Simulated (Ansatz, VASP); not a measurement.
# One calculation of Bi, two programs

```
Bi
1.0
     3.51232    0.00000    0.00000
    -1.75616    3.04176    0.00000
     0.00000    0.00000   11.76813
Bi
4
Direct
  0.00000 0.00000 0.00000
  0.00000 0.00000 0.50000
  0.33333 0.66667 0.75000
  0.66667 0.33333 0.25000
```

Alike in both runs: functional PBE; k mesh 6 × 6 × 2; occupations gaussian, width 0.1 eV; no spin polarisation.

Ansatz relaxed the structure, and its values are those at the end. VASP's run is a single point on that final structure, the one shown.

```csv
,VASP,Ansatz
version,VASP 6.6.1,Ansatz 0.2.0
potentials or method,"VASP PAW PBE potentials, release 64 (Bi_d), cutoff 520 eV","scalar-relativistic, plane waves, PAW"
valence electrons in the cell,60,60
```

```tsv
	VASP	Ansatz	Ansatz less VASP
gap on the k mesh at the Fermi level (eV)	none	none	-
pressure (GPa)	-0.1	-0.1	+0.07
```

A gap of «none» marks a metal or a gap that the smearing closes.

Neither program's run includes spin-orbit coupling.
